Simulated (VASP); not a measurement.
A run of VASP 6.6.1 is set up as follows.

INCAR

```
SYSTEM = Co
PREC = Accurate
ENCUT = 690
EDIFF = 1E-6
ISMEAR = -1
SIGMA = 0.05
LREAL = .False.
LASPH = .True.
NELM = 200
ALGO = Normal
ISIF = 2
LWAVE = .False.
LCHARG = .False.
ISPIN = 2
MAGMOM = 2 2
LORBIT = 11
LMAXMIX = 4
GGA = RE
IVDW = 12
NBANDS = 28
GGA_COMPAT = .False.
```

KPOINTS

```
Automatic mesh
0
Gamma
  12 12 7
  0 0 0
```

File POSCAR:

```
Co
1.0
    2.4651171487      0.0000000000      0.0000000000
   -1.2325585743      2.1348540740      0.0000000000
    0.0000000000      0.0000000000      3.9771495461
Co
2
Direct
    0.6666666667      0.3333333333      0.7500000000
    0.3333333333      0.6666666667      0.2500000000
```

Potentials or basis: VASP PAW PBE potentials, release 64 (Co_sv).

Launch:

```console
$ cat potpaw_PBE.64/Co_sv/POTCAR > POTCAR
$ mpirun -np 1 vasp_std > vasp.out
```

Task: Predict the pressure.

Result: -2.0 GPa.

Task: Estimate the dispersion energy per atom.

Result: -0.831 eV.

Task: Predict the site moments.

Result: Co +1.67 μB.

Task: Estimate the net moment.

Result: 3.20 μB per cell.

Caveat: the PAW data sets were made with another functional, which shifts forces and pressure a little.
